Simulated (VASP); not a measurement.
Input of a VASP 6.6.1 run:

Contents of POSCAR:

```
As
1.0
    0.0000000000      3.0963714063      3.0963714063
    3.0963714063      0.0000000000      3.0963714063
    3.0963714063      3.0963714063      0.0000000000
As
2
Direct
    0.0000000000      0.0000000000      0.0000000000
    0.2500000000      0.2500000000      0.2500000000
```

Contents of INCAR.step1:

```
ALGO     = Normal         # electronic algorithm
EDIFF    = 1E-4           # SCF threshold, eV
ENCUT    = 520            # plane-wave cutoff, eV
GGA      = PE             # functional
ISMEAR   = -1             # smearing method
LASPH    = True           # aspherical terms in the spheres
LCHARG   = False          # write CHGCAR
LREAL    = False          # projectors in reciprocal space
LWAVE    = True           # write WAVECAR
NBANDS   = 12             # bands
NELM     = 60             # most SCF steps
PREC     = Accurate       # precision mode
SIGMA    = 0.1            # smearing width, eV
```

The input INCAR.step2:

```
ALGO     = Normal         # electronic algorithm
EDIFF    = 1E-7           # SCF threshold, eV
ENCUT    = 520            # plane-wave cutoff, eV
ISIF     = 2              # what is computed and relaxed
ISMEAR   = -1             # smearing method
ISTART   = 1            
LASPH    = True           # aspherical terms in the spheres
LCHARG   = True           # write CHGCAR
LELF     = True           # ELF
LMIXTAU  = True         
LREAL    = False          # projectors in reciprocal space
LVHAR    = True         
LWAVE    = False          # write WAVECAR
METAGGA  = R2SCAN         # meta-GGA
NBANDS   = 12             # bands
NELM     = 60             # most SCF steps
PREC     = Accurate       # precision mode
SIGMA    = 0.1            # smearing width, eV
```

KPOINTS

```
k-points
0
Gamma
  10 10 10
```

Potentials or basis: VASP PAW PBE potentials, release 64 (As).

Command:

```sh
$ cat potpaw_PBE.64/As/POTCAR > POTCAR
$ cp INCAR.step1 INCAR
$ mpirun -np 1 vasp_std > vasp.out
$ cp INCAR.step2 INCAR
$ mpirun -np 1 vasp_std > vasp.out
```

Question: Predict the pressure.

Answer: -2.9 GPa.

Question: What does it give for the band gap on the k mesh?

Answer: Zero (band 5 reaches 3.24 eV, above the bottom of band 6 at 1.92 eV).

Caveat: the PAW data sets were made with another functional, which shifts forces and pressure a little.
